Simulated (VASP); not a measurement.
# Ag (Pm-3m) in VASP: further runs

The runs below take Ag through single point, relaxation of cell and atoms, with PBEsol.

Program: VASP 6.6.1. These are calculated values, not measurements. Logs are shortened: lines on timing, memory, paths and dates and some standing lists are left out, and cuts for length are marked.

**1. The cell of the first run**

It takes space group Pm-3m (No. 221, cubic). The conventional cell has a = 2.789 Å, b = 2.789 Å, c = 2.789 Å, α = 90.00°, β = 90.00°, γ = 90.00°. Within 3.7 Å of Ag (site symmetry m-3m) lie 6 Ag at 2.79 Å.

**2. Single point, PBEsol (volume scaled by 1.12)**

The input, INCAR:

```
SYSTEM = Ag
ALGO = Normal ; EDIFF = 1E-6
ENCUT = 520 ; GGA = PS
ISIF = 2 ; ISMEAR = -1
LASPH = .TRUE. ; LCHARG = .FALSE.
LREAL = .FALSE. ; LWAVE = .FALSE.
NBANDS = 12 ; NELM = 60
PREC = Accurate ; SIGMA = 0.1
```

The input, KPOINTS:

```
k-points
0
G
  13 13 13
  0 0 0
```

The input, POSCAR:

```
Ag
1.0
    2.7889521128      0.0000000000      0.0000000000
    0.0000000000      2.7889521128      0.0000000000
    0.0000000000      0.0000000000      2.7889521128
Ag
1
Direct
    0.0000000000      0.0000000000      0.0000000000
```

Potentials or basis: VASP PAW PBE potentials, release 64 (Ag).

Launch:

```sh
> cat potpaw_PBE.64/Ag/POTCAR > POTCAR
> mpirun -np 1 vasp_std > vasp.out
```

OUTCAR:

```text
SYSTEM = Ag
   EDIFF = 1E-6
   ENCUT = 520
   GGA = PS
   ISIF = 2
   ISMEAR = -1
   LASPH = .TRUE.
   LREAL = .FALSE.
   NELM = 60
   PREC = Accurate

 ion  position               nearest neighbor table
   1  0.000  0.000  0.000-

  LATTYP: Found a simple cubic cell.
 ALAT       =     2.7889521128

  Lattice vectors:

 A1 = (   2.7889521128,   0.0000000000,   0.0000000000)
 A2 = (   0.0000000000,   2.7889521128,   0.0000000000)
 A3 = (   0.0000000000,   0.0000000000,   2.7889521128)

Analysis of symmetry for initial positions (statically):
=====================================================================
 Subroutine PRICEL returns:
 Original cell was already a primitive cell.

 Routine SETGRP: Setting up the symmetry group for a
 simple cubic supercell.

 Subroutine GETGRP returns: Found 48 space group operations
[... 9 lines left out ...]

 Routine SETGRP: Setting up the symmetry group for a
 simple cubic supercell.

 Subroutine GETGRP returns: Found 48 space group operations
[... 11 lines left out ...]
                                     Primitive cell

  volume of cell :      21.6932

  direct lattice vectors                    reciprocal lattice vectors
     2.788952113  0.000000000  0.000000000     0.358557609  0.000000000  0.000000000
     0.000000000  2.788952113  0.000000000     0.000000000  0.358557609  0.000000000
     0.000000000  0.000000000  2.788952113     0.000000000  0.000000000  0.358557609

  length of vectors
     2.788952113  2.788952113  2.788952113     0.358557609  0.358557609  0.358557609

  position of ions in fractional coordinates (direct lattice)
     0.000000000  0.000000000  0.000000000

  ion indices of the primitive-cell ions
   primitive index   ion index
                 1           1

----------------------------------------------------------------------------------------

 KPOINTS: k-points

Automatic generation of k-mesh.
 Grid dimensions read from file:
 generate k-points for:   13   13   13

 Generating k-lattice:

  Cartesian coordinates                     Fractional coordinates (reciprocal lattice)
     0.027581355  0.000000000  0.000000000     0.076923077  0.000000000  0.000000000
     0.000000000  0.027581355  0.000000000     0.000000000  0.076923077  0.000000000
     0.000000000  0.000000000  0.027581355     0.000000000  0.000000000  0.076923077

  Length of vectors
     0.027581355  0.027581355  0.027581355

  Shift w.r.t. Gamma in fractional coordinates (k-lattice)
     0.000000000  0.000000000  0.000000000

 Subroutine IBZKPT returns following result:
 ===========================================

 Found     84 irreducible k-points:

 Following reciprocal coordinates:
            Coordinates               Weight
  0.000000  0.000000  0.000000      1.000000
  0.076923  0.000000  0.000000      6.000000
  0.153846  0.000000  0.000000      6.000000
  0.230769  0.000000  0.000000      6.000000
  0.307692  0.000000  0.000000      6.000000
  0.384615  0.000000  0.000000      6.000000
[... 16 lines left out ...]
  0.307692  0.307692  0.000000     12.000000
  0.384615  0.307692  0.000000     24.000000
 [... further k-points ...]
   k-points           NKPTS =     84   k-points in BZ     NKDIM =     84   number of bands    NBANDS=     12
   number of dos      NEDOS =    301   number of ions     NIONS =      1
   total plane-waves  NPLWV =  13824
   dimension x,y,z NGX =    24 NGY =   24 NGZ =   24
   dimension x,y,z NGXF=    48 NGYF=   48 NGZF=   48
   ions per type =               1
   NGX,Y,Z   is equivalent  to a cutoff of  14.31, 14.31, 14.31 a.u.
   NGXF,Y,Z  is equivalent  to a cutoff of  28.61, 28.61, 28.61 a.u.
 SYSTEM =  Ag
   PREC   = accura    normal or accurate (medium, high low for compatibility)
   ISTART =      0    job   : 0-new  1-cont  2-samecut
   ICHARG =      2    charge: 1-file 2-atom 10-const
   ISPIN  =      1    spin polarized calculation?
   LNONCOLLINEAR =      F non collinear calculations
   LSORBIT =      F    spin-orbit coupling
   LASPH  =      T    aspherical Exc in radial PAW
   ENCUT  =  520.0 eV  38.22 Ry    6.18 a.u.   5.19  5.19  5.19*2*pi/ulx,y,z
   NELM   =     60;   NELMIN=  2; NELMDL= -5     # of ELM steps
   EDIFF  = 0.1E-05   stopping-criterion for ELM
   LREAL  =      F    real-space projection
[... 7 lines left out ...]
   TEBEG  =    0.0;   TEEND  =   0.0 temperature during run
   PSTRESS=    0.0 pullay stress
   NELECT =      11.0000    total number of electrons
   NUPDOWN=      -1.0000    fix difference up-down
   EMIN   =  10.00;   EMAX   =-10.00  energy-range for DOS
   EFERMI =   0.00;   METHOD = LEGACY
   ISMEAR =    -1;   SIGMA  =   0.10  broadening in eV -4-tet -1-fermi 0-gaus
   EFERMI_NEDOS =   21; number of points for ismear=-14 and -15
   IALGO  =     38    algorithm
   IMIX   =      4    mixing-type and parameters
     AMIX     =   0.40;   BMIX     =  1.00
     AMIX_MAG =   1.60;   BMIX_MAG =  1.00
  volume/ion in A,a.u.               =      21.69       146.39
  Fermi-wavevector in a.u.,A,eV,Ry     =   1.305463  2.466968 23.187517  1.704234
  Thomas-Fermi vector in A             =   2.436331
   LORBIT       =      0    0 simple, 1 ext, 2 COOP (PROOUT), +10 PAW based schemes
   GGA     = PS    functional components
   LHFCALC =     F    Hartree Fock is set to
   AEXX    =    0.0000 exact exchange contribution
   IVDW    =     0    specifies the selected vdW correction
   LEPSILON=     F    determine dielectric tensor
   LRPA    =     F    only Hartree local field effects (RPA)
 non-spin polarized calculation
  energy-cutoff  :      520.00
  volume of cell :       21.69
 maximum number of plane-waves:       603
 NGX is ok and might be reduce to    24
   NGX = 11   NGY = 11   NGZ = 11

 number of electron      11.0000005 magnetization

 Free energy of the ion-electron system (eV)
  ---------------------------------------------------
  ext. energy  EPLUGINS =         0.00000000
  ---------------------------------------------------
  free energy    TOTEN  =        -2.85296136 eV

  energy without entropy =       -2.84247988  energy(sigma->0) =       -2.84772062

 E-fermi :   5.2428     XC(G=0): -10.9490

 val. band max:        5.1052421114   @ k =   0.3077   0.3077   0.2308
 cond. band min:       5.2567534673   @ k =   0.4615   0.1538   0.0000
 fundamental gap:      0.1515113559
 Fermi energy:         5.2428182730

 k-point     1 :       0.0000    0.0000    0.0000
  band No.  band energies     occupation
      1      -0.9052      2.00000
      2      -0.2160      2.00000
      3      -0.2160      2.00000
      4       2.5104      2.00000
      5       2.5104      2.00000
      6       2.5104      2.00000
      7      18.8147      0.00000
      8      18.8147      0.00000
      9      18.8147      0.00000
     10      23.6865      0.00000
     11      23.6865      0.00000
     12      24.0489      0.00000

 k-point     2 :       0.0769    0.0000    0.0000
  band No.  band energies     occupation
      1      -0.7812      2.00000
      2      -0.2009      2.00000
      3      -0.1330      2.00000
      4       2.4555      2.00000
      5       2.4555      2.00000
      6       2.5149      2.00000
      7      17.5705      0.00000
      8      19.0040      0.00000
      9      19.0040      0.00000
     10      23.5958      0.00000
     11      23.8826      0.00000
     12      25.2758      0.00000

 k-point     3 :       0.1538    0.0000    0.0000
  band No.  band energies     occupation
      1      -0.4883      2.00000
      2      -0.1587      2.00000
      3       0.1816      2.00000
      4       2.3070      2.00000
      5       2.3070      2.00000
      6       2.5274      2.00000
      7      15.3405      0.00000
      8      19.5513      0.00000
      9      19.5513      0.00000
     10      23.3394      0.00000
     11      23.9136      0.00000
     12      27.9888      0.00000

 k-point     4 :       0.2308    0.0000    0.0000
  band No.  band energies     occupation
      1      -0.2044      2.00000
      2      -0.0984      2.00000
      3       0.8657      2.00000
      4       2.1055      2.00000
      5       2.1055      2.00000
      6       2.5451      2.00000
      7      13.0368      0.00000
      8      20.4009      0.00000
      9      20.4009      0.00000
     10      22.9676      0.00000
     11      23.9116      0.00000
     12      30.7274      0.00000

 k-point     5 :       0.3077    0.0000    0.0000
  band No.  band energies     occupation
      1      -0.0333      2.00000
      2       0.0263      2.00000
      3       1.8971      2.00000
      4       1.9010      2.00000
      5       1.9010      2.00000
      6       2.5640      2.00000
      7      10.8346      0.00000
      8      21.4704      0.00000
      9      21.4704      0.00000
     10      22.5651      0.00000
     11      23.8549      0.00000
     12      30.2015      0.00000

 k-point     6 :       0.3846    0.0000    0.0000
  band No.  band energies     occupation
      1       0.0215      2.00000
      2       0.2044      2.00000
      3       1.7380      2.00000
      4       1.7380      2.00000
      5       2.5797      2.00000
      6       3.1780      2.00000
      7       8.7993      0.00000
      8      22.2289      0.00000
      9      22.6330      0.00000
     10      22.6330      0.00000
     11      23.7473      0.00000
     12      28.8596      0.00000

 k-point     7 :       0.4615    0.0000    0.0000
  band No.  band energies     occupation
      1       0.0527      2.00000
      2       0.3044      2.00000
      3       1.6484      2.00000
      4       1.6484      2.00000
      5       2.5886      2.00000
      6       4.5115      1.99867
      7       7.0971      0.00000
      8      22.0391      0.00000
      9      23.5802      0.00000
     10      23.5802      0.00000
     11      23.6545      0.00000
     12      27.7440      0.00000

 k-point     8 :       0.0769    0.0769    0.0000
  band No.  band energies     occupation
      1      -0.6554      2.00000
      2      -0.1481      2.00000
      3      -0.0911      2.00000
      4       2.4010      2.00000
      5       2.4531      2.00000
      6       2.4676      2.00000
      7      17.7291      0.00000
      8      17.7377      0.00000
      9      19.1934      0.00000
     10      23.6691      0.00000
     11      24.9192      0.00000
     12      25.5417      0.00000
[... 166 lines left out ...]
 k-point    20 :       0.3077    0.2308    0.0000
  band No.  band energies     occupation
      1       0.1526      2.00000
      2       0.8180      2.00000
      3       1.1915      2.00000
      4       1.9565      2.00000
      5       2.1882      2.00000
      6       3.0923      2.00000
      7      11.8144      0.00000
      8      15.3229      0.00000
      9      22.3004      0.00000
     10      23.0978      0.00000
     11      24.0964      0.00000
     12      28.9640      0.00000

 k-point    21 :       0.3846    0.2308    0.0000
  band No.  band energies     occupation
      1       0.2335      2.00000
      2       0.7180      2.00000
      3       1.3434      2.00000
      4       1.8014      2.00000
      5       2.2090      2.00000
      6       4.3597      1.99971
      7       9.7369      0.00000
      8      16.3556      0.00000
      9      20.6610      0.00000
     10      23.9139      0.00000
     11      24.3390      0.00000
     12      28.4359      0.00000

 k-point    22 :       0.4615    0.2308    0.0000
  band No.  band energies     occupation
      1       0.2786      2.00000
      2       0.6519      2.00000
      3       1.4145      2.00000
      4       1.7154      2.00000
      5       2.2213      2.00000
      6       5.9098      0.00254
      7       7.8006      0.00000
      8      17.5924      0.00000
      9      19.0711      0.00000
     10      23.8251      0.00000
     11      25.5361      0.00000
     12      27.9111      0.00000

 k-point    23 :       0.3077    0.3077    0.0000
  band No.  band energies     occupation
      1       0.2435      2.00000
      2       0.5922      2.00000
      3       1.6456      2.00000
      4       1.9666      2.00000
      5       2.0171      2.00000
      6       3.9015      2.00000
      7      11.7677      0.00000
      8      13.9969      0.00000
      9      20.5642      0.00000
     10      24.1940      0.00000
     11      24.2819      0.00000
     12      28.1112      0.00000

 k-point    24 :       0.3846    0.3077    0.0000
  band No.  band energies     occupation
      1       0.3169      2.00000
      2       0.3940      2.00000
      3       1.8356      2.00000
      4       1.9707      2.00000
      5       2.0202      2.00000
      6       5.1034      1.60256
      7      10.2393      0.00000
      8      14.4625      0.00000
      9      18.7974      0.00000
     10      24.4905      0.00000
     11      25.4351      0.00000
     12      27.5497      0.00000

 [... further k-points ...]

------------------------ aborting loop because EDIFF is reached ----------------------------------------

  FORCE on cell =-STRESS in cart. coord.  units (eV):
  Direction    XX          YY          ZZ          XY          YZ          ZX
  --------------------------------------------------------------------------------------
  -------------------------------------------------------------------------------------
  Total       -0.9933814     -0.9933814     -0.9933814      0.0000000     -0.0000000      0.0000000
  in kB      -73.3674500    -73.3674500    -73.3674500      0.0000000     -0.0000000      0.0000000
  external PRESSURE =     -73.3674500 kB  Pullay stress =       0.0000000 kB

 VOLUME and BASIS-vectors are now :
 -----------------------------------------------------------------------------
  energy-cutoff  :      520.00
  volume of cell :       21.69
      direct lattice vectors                 reciprocal lattice vectors
     2.788952113  0.000000000  0.000000000     0.358557609  0.000000000  0.000000000
     0.000000000  2.788952113  0.000000000     0.000000000  0.358557609  0.000000000
     0.000000000  0.000000000  2.788952113     0.000000000  0.000000000  0.358557609

 POSITION                                       TOTAL-FORCE (eV/Angst)
 -----------------------------------------------------------------------------------
      0.00000      0.00000      0.00000         0.000000      0.000000      0.000000
 -----------------------------------------------------------------------------------
    total drift:                                0.000000     -0.000000      0.000000

  FREE ENERGIE OF THE ION-ELECTRON SYSTEM (eV)
  ---------------------------------------------------
  free  energy   TOTEN  =        -2.8529613602 eV

  energy  without entropy=       -2.8424798827  energy(sigma->0) =       -2.84772062
```

Run time: 5.3 s. Hardware: 1 thread of Intel Xeon 6975P-C (Granite Rapids), shared host; peak memory 0.15 GiB.

Results:

| Property | Result |
| --- | --- |
| Free energy | -2.8530 eV |
| Pressure | -7.3 GPa |

Levels at points of the mesh, in eV from the Fermi level:
```tsv
k point	band 3	band 4	band 5	band 6	band 7	band 8	band 9	band 10
(0.00, 0.00, 0.00)	-5.46	-2.73	-2.73	-2.73	13.57	13.57	13.57	18.44
```

Caveat: the cell differs from its parent crystal (volume scaled by 1.12); the PAW data sets were made with another functional, which shifts forces and pressure a little.

**3. Single point, PBEsol**

This run uses another cell than the first one, of 19.37 Å³/atom, 0.893 times its volume.

The input, INCAR:

```
SYSTEM = Ag
PREC     = Accurate       ! precision mode
ENCUT    = 520            ! plane-wave cutoff, eV
EDIFF    = 1E-6           ! SCF threshold, eV
ISMEAR   = -1             ! smearing method
SIGMA    = 0.1            ! smearing width, eV
LREAL    = .FALSE.        ! projectors in reciprocal space
LASPH    = .TRUE.         ! aspherical terms in the spheres
NELM     = 80             ! most SCF steps
ALGO     = Normal         ! electronic algorithm
ISIF     = 2              ! what is computed and relaxed
LWAVE    = .FALSE.        ! write WAVECAR
LCHARG   = .FALSE.        ! write CHGCAR
GGA      = PS             ! functional
NBANDS   = 12             ! bands
```

The input, KPOINTS:

```
Automatic mesh
0
G
  19 19 19
  0 0 0
```

The input, POSCAR:

```
Ag
1.0
    2.6855611756      0.0000000000      0.0000000000
    0.0000000000      2.6855611756      0.0000000000
    0.0000000000      0.0000000000      2.6855611756
Ag
1
Direct
    0.0000000000      0.0000000000      0.0000000000
```

Potentials or basis: VASP PAW PBE potentials, release 64 (Ag).

Launch:

```sh
> cat potpaw_PBE.64/Ag/POTCAR > POTCAR
> mpirun -np 1 vasp_std > vasp.out
```

It took 10 s on 1 thread of Intel Xeon 6975P-C (Granite Rapids), shared host; peak memory 0.16 GiB.

Results (log left out):

| Property | Result |
| --- | --- |
| Free energy | -2.9152 eV |
| Pressure | -0.2 GPa |

Levels at points of the mesh, in eV from the Fermi level:
```
           k point  band 4  band 5  band 6  band 7  band 8  band 9
(0.00, 0.00, 0.00)   -2.69   -2.69   -2.69   14.43   14.43   14.43
```

Caveat: the PAW data sets were made with another functional, which shifts forces and pressure a little.

**4. Relaxation of cell and atoms, PBEsol**

This run uses another cell than the first one, of 18.42 Å³/atom, 0.849 times its volume.

The input, INCAR:

```
PREC = Accurate ; ENCUT = 600
EDIFF = 1E-6 ; ISMEAR = -1
SIGMA = 0.1 ; LREAL = False
LASPH = True ; NELM = 60
ALGO = Normal ; ISIF = 3
LWAVE = False ; LCHARG = False
GGA = PS ; IBRION = 2
NSW = 80 ; EDIFFG = -0.01
```

The input, KPOINTS:

```
regular mesh
0
Gamma
  12 12 12
```

The input, POSCAR:

```
Ag
1.0
    2.6410353091      0.0000000000      0.0000000000
    0.0000000000      2.6410353091      0.0000000000
    0.0000000000      0.0000000000      2.6410353091
Ag
1
Direct
    0.0000000000      0.0000000000      0.0000000000
```

Launch:

```sh
> cat potpaw_PBE.64/Ag/POTCAR > POTCAR
> mpirun -np 1 vasp_std > vasp.out
```

Run time: 9.5 s. Hardware: 1 thread of Intel Xeon 6975P-C (Granite Rapids), shared host; peak memory 0.16 GiB.

The run converged. Its results:

| Quantity | Value |
| --- | --- |
| Free energy | -2.9132 eV |
| Relaxed volume | 19.32 Å³/atom |
| Relaxed cell | a = 2.683 Å, b = 2.683 Å, c = 2.683 Å, α = 90.00°, β = 90.00°, γ = 90.00° |
| Space group after relaxing (to 0.05 Å) | Pm-3m (No. 221) |
| Energy gained by relaxing | 12.7 meV/atom |
| Ionic steps | 3 |
| Pressure after relaxing | 0.0 GPa |

The path:
| step | energy change (eV) | largest force (eV/Å) | pressure (GPa) | volume (Å³) |
| --- | --- | --- | --- | --- |
| 1 | 0.0000 | 0.0000 | 4.80 | 18.42 |
| 2 | -0.0077 | 0.0000 | -2.52 | 19.93 |
| 3 | -0.0127 | 0.0000 | 0.01 | 19.32 |

Final structure:
```xyz
1
Lattice="2.6833 0.0000 0.0000 0.0000 2.6833 0.0000 0.0000 0.0000 2.6833" Properties=species:S:1:pos:R:3 pbc="T T T"
Ag    0.0000    0.0000    0.0000
```

Levels at points of the mesh, in eV from the Fermi level:
```
           k point  band 3  band 4  band 5  band 6  band 7  band 8
(0.00, 0.00, 0.00)   -5.99   -2.68   -2.68   -2.68   14.46   14.46
(0.50, 0.00, 0.00)   -3.76   -3.76   -2.58   -0.70    1.99   17.30
(0.50, 0.50, 0.00)   -3.56   -3.56   -1.83    3.92    3.92    8.10
(0.50, 0.50, 0.50)   -5.40   -1.77   -1.77    8.85    8.85    8.85
```

Caveat: the PAW data sets were made with another functional, which shifts forces and pressure a little.

**5. The runs side by side**

| task | cell | k mesh | cutoff (eV) | gap on the mesh (eV) | pressure (GPa) |
| --- | --- | --- | --- | --- | --- |
| single point | a = 2.789 Å, 1 atom | 13 × 13 × 13 | 520 | none | -7.3 |
| single point | a = 2.686 Å, 1 atom | 19 × 19 × 19 | 520 | none | -0.2 |
| relaxation of cell and atoms | relaxed from a = 2.641 Å, 1 atom | 12 × 12 × 12 | 600 | none | 0.0 |

Alike in all rows: level PBEsol; potentials or basis VASP PAW PBE potentials, release 64 (Ag); no spin polarisation; smearing fermi-dirac 0.1 eV.

Caveats: the PAW data sets were made with another functional, which shifts forces and pressure a little.

Total energies depend on the potentials used, so only differences within one code and one set of settings carry meaning.
